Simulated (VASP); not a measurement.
Mg, 2 atoms in the cell. It takes space group P6_3/mmc (No. 194, hexagonal). The conventional cell has a = 3.207 Å, b = 3.207 Å, c = 5.163 Å, α = 90.00°, β = 90.00°, γ = 120.00°. Mg (site symmetry -6m2) has 12 Mg at 3.18 to 3.21 Å within 4.2 Å. 

* Program: VASP 6.6.1
* Task: vibrations by perturbation theory
* Functional: PBE
* Potentials or basis: VASP PAW PBE potentials, release 64 (Mg)
* Cutoff: 520 eV
* k mesh: 15 × 15 × 8
* Occupations: fermi-dirac, width 0.15 eV
* Spin: no spin polarisation
* Dipole correction: no
* Further INCAR settings: ALGO = Normal; EDIFF = 1e-08; NBANDS = 9; IBRION = 8; NSW = 1

Potentials or basis: VASP PAW PBE potentials, release 64 (Mg).

Run with:

```sh
$ cat potpaw_PBE.64/Mg/POTCAR > POTCAR
$ mpirun -np 1 vasp_std > vasp.out
```

Hardware: 1 thread of Intel(R) Xeon(R) Platinum 8375C CPU @ 2.90GHz (Ice Lake), on a shared host.

Problem. How long does it take, and how much memory?

Solution. Wall time 4.1 min on 1 thread of Intel(R) Xeon(R) Platinum 8375C CPU @ 2.90GHz (Ice Lake), with other jobs on the host, peak memory 0.56 GiB. Counts: scf iterations 31, k points 135.
